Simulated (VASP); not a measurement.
Nb5N:

```
Nb N
1.0
     3.08000    0.00000    0.00000
    -1.54000    2.66736    0.00000
     0.00000    0.00000   11.00000
Nb N
5 1
Direct
  0.33333 0.66667 0.10800
  0.66667 0.33333 0.89200
  0.66667 0.33333 0.30200
  0.33333 0.66667 0.69800
  0.00000 0.00000 0.50000
  0.00000 0.00000 0.00000
```

| Property | Result |
| --- | --- |
| Program | VASP 6.6.1 |
| Task | relaxation of cell and atoms |
| Functional | PBE |
| Potentials or basis | VASP PAW PBE potentials, release 64 (Nb_sv, N) |
| Cutoff | 600 eV |
| k mesh | 6 × 6 × 2 |
| Occupations | gaussian, width 0.2 eV |
| Spin | no spin polarisation |

At the start: pressure 17.2 GPa; volume 15.06 Å³/atom.

**Question.** Where does the relaxation end?

**Answer.** Over 9 steps the energy falls by 104.7 meV/atom and the volume is 16.26 Å³/atom (+8.0 %); space group P-3m1 (No. 164, to 0.1 Å) before and after.

Step by step:
| step | energy change (eV) | largest force (eV/Å) | pressure (GPa) | volume (Å³) |
| --- | --- | --- | --- | --- |
| 1 | 0.0000 | 1.8336 | 17.23 | 90.37 |
| 2 | 0.6557 | 1.0546 | -22.32 | 113.23 |
| 3 | -0.4880 | 1.0738 | -2.77 | 98.70 |
| 4 | -0.4891 | 1.1014 | -2.00 | 98.31 |
| 5 | -0.6128 | 0.3594 | -0.13 | 97.61 |
| 6 | -0.6159 | 0.2237 | 0.28 | 97.49 |
| 7 | -0.6234 | 0.1277 | -0.57 | 97.81 |
| 8 | -0.6251 | 0.0506 | -1.21 | 98.06 |
| 9 | -0.6284 | 0.0117 | -0.32 | 97.57 |

Final structure:
```xyz
6
Lattice="3.1313 0.0000 0.0000 -1.5656 2.7117 0.0000 0.0000 0.0000 11.4904" Properties=species:S:1:pos:R:3 pbc="T T T"
Nb    0.0000    1.8078    1.2116
Nb    1.5656    0.9039   10.2788
Nb    1.5656    0.9039    3.6036
Nb    0.0000    1.8078    7.8868
Nb    0.0000    0.0000    5.7452
N     0.0000    0.0000   11.4904
```

Caveat: the k points lie up to 0.39 Å⁻¹ apart in the final cell, too coarse for converged energies and pressures of a metal.
